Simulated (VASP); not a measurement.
# Be (P6_3/mmc) in VASP: further runs

The runs below take Be through single point, relaxation of cell and atoms, with PBEsol.

Everything below comes from runs of VASP 6.6.1. Logs are shortened: lines on timing, memory, paths and dates and some standing lists are left out, and cuts for length are marked.

## Step 1: The cell of the first run

Symmetry: P6_3/mmc, No. 194, hexagonal system. Conventional cell: a = 2.255 Å, b = 2.255 Å, c = 3.555 Å, α = 90.00°, β = 90.00°, γ = 120.00°. Be (site symmetry -6m2) has 12 Be at 2.20 to 2.26 Å within 2.9 Å.

## Step 2: Single point, PBEsol

Input file INCAR:

```
SYSTEM = Be
ALGO     = Normal         ! electronic algorithm
EDIFF    = 1E-7           ! SCF threshold, eV
ENCUT    = 520            ! plane-wave cutoff, eV
GGA      = PS             ! functional
ISIF     = 2              ! what is computed and relaxed
ISMEAR   = 0              ! smearing method
LASPH    = .True.         ! aspherical terms in the spheres
LCHARG   = .True.         ! write CHGCAR
LELF     = .True.         ! ELF
LREAL    = .False.        ! projectors in reciprocal space
LVHAR    = .True.       
LWAVE    = .False.        ! write WAVECAR
NBANDS   = 9              ! bands
NELM     = 60             ! most SCF steps
PREC     = Accurate       ! precision mode
SIGMA    = 0.05           ! smearing width, eV
```

Input file KPOINTS:

```
k-points
0
Gamma
  12 12 7
  0 0 0
```

Input file POSCAR:

```
Be
1.0
    2.2554787553      0.0000000000      0.0000000000
   -1.1277393777      1.9533018998      0.0000000000
    0.0000000000      0.0000000000      3.5551305813
Be
2
Direct
    0.3333333333      0.6666666667      0.2500000000
    0.6666666667      0.3333333333      0.7500000000
```

Potentials or basis: VASP PAW PBE potentials, release 64 (Be).

Command:

```bash
$ cat potpaw_PBE.64/Be/POTCAR > POTCAR
$ mpirun -np 1 vasp_std > vasp.out
```

OUTCAR:

```text
SYSTEM = Be
   EDIFF = 1E-7
   ENCUT = 520
   GGA = PS
   ISIF = 2
   ISMEAR = 0
   LASPH = .True.
   LREAL = .False.
   NELM = 60
   PREC = Accurate

 ion  position               nearest neighbor table
   1  0.333  0.667  0.250-   2 2.20   2 2.20   2 2.20   2 2.20   2 2.20   2 2.20
   2  0.667  0.333  0.750-   1 2.20   1 2.20   1 2.20   1 2.20   1 2.20   1 2.20

  LATTYP: Found a hexagonal cell.
 ALAT       =     2.2554787553
 C/A-ratio  =     1.5762199369

  Lattice vectors:

 A1 = (   2.2554787553,   0.0000000000,   0.0000000000)
 A2 = (  -1.1277393777,   1.9533018998,   0.0000000000)
 A3 = (   0.0000000000,   0.0000000000,   3.5551305813)

Analysis of symmetry for initial positions (statically):
=====================================================================
 Subroutine PRICEL returns:
 Original cell was already a primitive cell.

 Routine SETGRP: Setting up the symmetry group for a
 hexagonal supercell.

 Subroutine GETGRP returns: Found 24 space group operations
 (whereof 12 operations were pure point group operations)
 out of a pool of 24 trial point group operations.

The static configuration has the point symmetry D_3d.
 The point group associated with its full space group is D_6h.

Analysis of symmetry for dynamics (positions and initial velocities):
=====================================================================
 Subroutine PRICEL returns:
 Original cell was already a primitive cell.

 Routine SETGRP: Setting up the symmetry group for a
 hexagonal supercell.

 Subroutine GETGRP returns: Found 24 space group operations
 (whereof 12 operations were pure point group operations)
 out of a pool of 24 trial point group operations.

The dynamic configuration has the point symmetry D_3d.
 The point group associated with its full space group is D_6h.

 Subroutine INISYM returns: Found 24 space group operations
 (whereof 12 operations are pure point group operations),
 and found     1 'primitive' translations

----------------------------------------------------------------------------------------

                                     Primitive cell

  volume of cell :      15.6626

  direct lattice vectors                    reciprocal lattice vectors
     2.255478755  0.000000000  0.000000000     0.443364850  0.255976816  0.000000000
    -1.127739378  1.953301900  0.000000000     0.000000000  0.511953631  0.000000000
     0.000000000  0.000000000  3.555130581     0.000000000  0.000000000  0.281283620

  length of vectors
     2.255478755  2.255478755  3.555130581     0.511953631  0.511953631  0.281283620

  position of ions in fractional coordinates (direct lattice)
     0.333333333  0.666666667  0.250000000
     0.666666667  0.333333333  0.750000000

  ion indices of the primitive-cell ions
   primitive index   ion index
                 1           1
                 2           2

----------------------------------------------------------------------------------------

 KPOINTS: k-points

Automatic generation of k-mesh.
 Grid dimensions read from file:
 generate k-points for:   12   12    7

 Generating k-lattice:

  Cartesian coordinates                     Fractional coordinates (reciprocal lattice)
     0.036947071  0.021331401  0.000000000     0.083333333  0.000000000  0.000000000
     0.000000000  0.042662803  0.000000000     0.000000000  0.083333333  0.000000000
     0.000000000  0.000000000  0.040183374     0.000000000  0.000000000  0.142857143

  Length of vectors
     0.042662803  0.042662803  0.040183374

  Shift w.r.t. Gamma in fractional coordinates (k-lattice)
     0.000000000  0.000000000  0.000000000

 Subroutine IBZKPT returns following result:
 ===========================================

 Found     76 irreducible k-points:

 Following reciprocal coordinates:
            Coordinates               Weight
  0.000000  0.000000  0.000000      1.000000
  0.083333  0.000000  0.000000      6.000000
  0.166667 -0.000000  0.000000      6.000000
  0.250000  0.000000  0.000000      6.000000
  0.333333  0.000000  0.000000      6.000000
  0.416667  0.000000  0.000000      6.000000
[... 16 lines left out ...]
  0.250000  0.000000  0.142857     12.000000
  0.333333  0.000000  0.142857     12.000000
 [... further k-points ...]
   k-points           NKPTS =     76   k-points in BZ     NKDIM =     76   number of bands    NBANDS=      9
   number of dos      NEDOS =    301   number of ions     NIONS =      2
   total plane-waves  NPLWV =   9072
   dimension x,y,z NGX =    18 NGY =   18 NGZ =   28
   dimension x,y,z NGXF=    36 NGYF=   36 NGZF=   56
   ions per type =               2
   NGX,Y,Z   is equivalent  to a cutoff of  13.27, 13.27, 13.09 a.u.
   NGXF,Y,Z  is equivalent  to a cutoff of  26.53, 26.53, 26.19 a.u.
 SYSTEM =  Be
   PREC   = accura    normal or accurate (medium, high low for compatibility)
   ISTART =      0    job   : 0-new  1-cont  2-samecut
   ICHARG =      2    charge: 1-file 2-atom 10-const
   ISPIN  =      1    spin polarized calculation?
   LNONCOLLINEAR =      F non collinear calculations
   LSORBIT =      F    spin-orbit coupling
   LASPH  =      T    aspherical Exc in radial PAW
   ENCUT  =  520.0 eV  38.22 Ry    6.18 a.u.   4.19  4.19  6.61*2*pi/ulx,y,z
   NELM   =     60;   NELMIN=  2; NELMDL= -5     # of ELM steps
   EDIFF  = 0.1E-06   stopping-criterion for ELM
   LREAL  =      F    real-space projection
   EDIFFG = 0.1E-05   stopping-criterion for IOM
   NSW    =      0    number of steps for IOM
   IBRION =     -1    ionic relax: 0-MD 1-quasi-New 2-CG
   NFREE  =      0    steps in history (QN), initial steepest desc. (CG)
   ISIF   =      2    stress and relaxation
   ISYM   =      2    0-nonsym 1-usesym 2-fastsym
   POTIM  = 0.5000    time-step for ionic-motion
   TEBEG  =    0.0;   TEEND  =   0.0 temperature during run
   PSTRESS=    0.0 pullay stress
   NELECT =       4.0000    total number of electrons
   NUPDOWN=      -1.0000    fix difference up-down
   EMIN   =  10.00;   EMAX   =-10.00  energy-range for DOS
   EFERMI =   0.00;   METHOD = LEGACY
   ISMEAR =     0;   SIGMA  =   0.05  broadening in eV -4-tet -1-fermi 0-gaus
   EFERMI_NEDOS =   21; number of points for ismear=-14 and -15
   IALGO  =     38    algorithm
   IMIX   =      4    mixing-type and parameters
     AMIX     =   0.40;   BMIX     =  1.00
     AMIX_MAG =   1.60;   BMIX_MAG =  1.00
  volume/ion in A,a.u.               =       7.83        52.85
  Fermi-wavevector in a.u.,A,eV,Ry     =   1.038660  1.962784 14.678177  1.078816
  Thomas-Fermi vector in A             =   2.173155
   LORBIT       =      0    0 simple, 1 ext, 2 COOP (PROOUT), +10 PAW based schemes
   GGA     = PS    functional components
   LHFCALC =     F    Hartree Fock is set to
   AEXX    =    0.0000 exact exchange contribution
   IVDW    =     0    specifies the selected vdW correction
   LEPSILON=     F    determine dielectric tensor
   LRPA    =     F    only Hartree local field effects (RPA)
 non-spin polarized calculation
 Gauss-broadening in eV      SIGMA  =   0.05
  energy-cutoff  :      520.00
  volume of cell :       15.66
 maximum number of plane-waves:       434
 NGX is ok and might be reduce to    18
   NGX =  9   NGY =  9   NGZ = 13

 number of electron       4.0000000 magnetization

 Free energy of the ion-electron system (eV)
  ---------------------------------------------------
  ext. energy  EPLUGINS =         0.00000000
  ---------------------------------------------------
  free energy    TOTEN  =        -8.00591096 eV

  energy without entropy =       -8.00555271  energy(sigma->0) =       -8.00573184

 E-fermi :   7.5087     XC(G=0): -10.6394

 val. band max:        6.8263176618   @ k =   0.3333   0.0833   0.0000
 cond. band min:       7.5288059608   @ k =   0.2500   0.1667   0.0000
 fundamental gap:      0.7024882991
 Fermi energy:         7.5086531737

 k-point     1 :       0.0000    0.0000    0.0000
  band No.  band energies     occupation
      1      -4.3025      2.00000
      2       2.5899      2.00000
      3       8.2347      0.00000
      4      23.2272      0.00000
      5      23.2272      0.00000
      6      26.0869      0.00000
      7      26.0869      0.00000
      8      28.1645      0.00000
      9      34.3653      0.00000

 k-point     2 :       0.0833    0.0000    0.0000
  band No.  band energies     occupation
      1      -4.1025      2.00000
      2       2.8537      2.00000
      3       8.2900      0.00000
      4      21.6604      0.00000
      5      22.1218      0.00000
      6      26.0882      0.00000
      7      26.5842      0.00000
      8      27.7725      0.00000
      9      31.8666      0.00000

 k-point     3 :       0.1667   -0.0000    0.0000
  band No.  band energies     occupation
      1      -3.5021      2.00000
      2       3.6431      2.00000
      3       8.4185      0.00000
      4      18.4392      0.00000
      5      20.3333      0.00000
      6      25.7447      0.00000
      7      26.2042      0.00000
      8      26.5333      0.00000
      9      28.6228      0.00000

 k-point     4 :       0.2500    0.0000    0.0000
  band No.  band energies     occupation
      1      -2.5011      2.00000
      2       4.9510      2.00000
      3       8.4050      0.00000
      4      15.2940      0.00000
      5      18.7445      0.00000
      6      23.1095      0.00000
      7      23.7228      0.00000
      8      25.7754      0.00000
      9      27.1192      0.00000

 k-point     5 :       0.3333    0.0000    0.0000
  band No.  band energies     occupation
      1      -1.1080      2.00000
      2       6.7575      2.00000
      3       7.5544      0.19599
      4      13.4893      0.00000
      5      17.5517      0.00000
      6      19.3698      0.00000
      7      20.8301      0.00000
      8      24.9532      0.00000
      9      26.9447      0.00000

 k-point     6 :       0.4167    0.0000    0.0000
  band No.  band energies     occupation
      1       0.6237      2.00000
      2       5.5736      2.00000
      3       8.9822      0.00000
      4      13.4737      0.00000
      5      15.8205      0.00000
      6      16.8198      0.00000
      7      18.4196      0.00000
      8      24.3847      0.00000
      9      26.9575      0.00000
[... 169 lines left out ...]
 k-point    21 :       0.0833    0.0000    0.1429
  band No.  band energies     occupation
      1      -3.9253      2.00000
      2       1.9078      2.00000
      3       9.6479      0.00000
      4      21.8309      0.00000
      5      22.3058      0.00000
      6      25.7864      0.00000
      7      26.3545      0.00000
      8      26.7748      0.00000
      9      31.7503      0.00000

 k-point    22 :       0.1667   -0.0000    0.1429
  band No.  band energies     occupation
      1      -3.3244      2.00000
      2       2.6112      2.00000
      3       9.8482      0.00000
      4      18.6050      0.00000
      5      20.5370      0.00000
      6      24.7512      0.00000
      7      25.7818      0.00000
      8      26.0173      0.00000
      9      29.0196      0.00000

 k-point    23 :       0.2500    0.0000    0.1429
  band No.  band energies     occupation
      1      -2.3236      2.00000
      2       3.7357      2.00000
      3       9.9370      0.00000
      4      15.4968      0.00000
      5      18.9573      0.00000
      6      21.4209      0.00000
      7      24.8417      0.00000
      8      25.0865      0.00000
      9      27.3340      0.00000

 k-point    24 :       0.3333    0.0000    0.1429
  band No.  band energies     occupation
      1      -0.9336      2.00000
      2       5.0679      2.00000
      3       9.1876      0.00000
      4      13.9079      0.00000
      5      17.7688      0.00000
      6      17.9987      0.00000
      7      22.4443      0.00000
      8      24.1819      0.00000
      9      26.8233      0.00000

 [... further k-points ...]
[... 5 lines left out ...]
  --------------------------------------------------------------------------------------
  -------------------------------------------------------------------------------------
  Total        0.0347782      0.0347782      0.0412078     -0.0000000      0.0000000      0.0000000
  in kB        3.5575710      3.5575710      4.2152773     -0.0000000      0.0000000      0.0000000
  external PRESSURE =       3.7768065 kB  Pullay stress =       0.0000000 kB

 VOLUME and BASIS-vectors are now :
 -----------------------------------------------------------------------------
  energy-cutoff  :      520.00
  volume of cell :       15.66
      direct lattice vectors                 reciprocal lattice vectors
     2.255478755  0.000000000  0.000000000     0.443364850  0.255976816  0.000000000
    -1.127739378  1.953301900  0.000000000     0.000000000  0.511953631  0.000000000
     0.000000000  0.000000000  3.555130581     0.000000000  0.000000000  0.281283620

 POSITION                                       TOTAL-FORCE (eV/Angst)
 -----------------------------------------------------------------------------------
     -0.00000      1.30220      0.88878         0.000000     -0.000000      0.000000
      1.12774      0.65110      2.66635        -0.000000      0.000000      0.000000
 -----------------------------------------------------------------------------------
    total drift:                                0.000000     -0.000000      0.000000

  FREE ENERGIE OF THE ION-ELECTRON SYSTEM (eV)
  ---------------------------------------------------
  free  energy   TOTEN  =        -8.0059109616 eV

  energy  without entropy=       -8.0055527104  energy(sigma->0) =       -8.00573184
```

Wall time 4.2 s (1 thread of Intel Xeon 6975P-C (Granite Rapids), shared host); peak memory 0.12 GiB.

What came out:

```
Free energy            : -8.0059 eV
Pressure               : 0.4 GPa
Band gap on the k mesh : zero (band 2 reaches 7.89 eV, above the bottom of band 3 at 6.00 eV)
```

Caveat: the PAW data sets were made with another functional, which shifts forces and pressure a little.

(Part 1 of 2 ends here.)
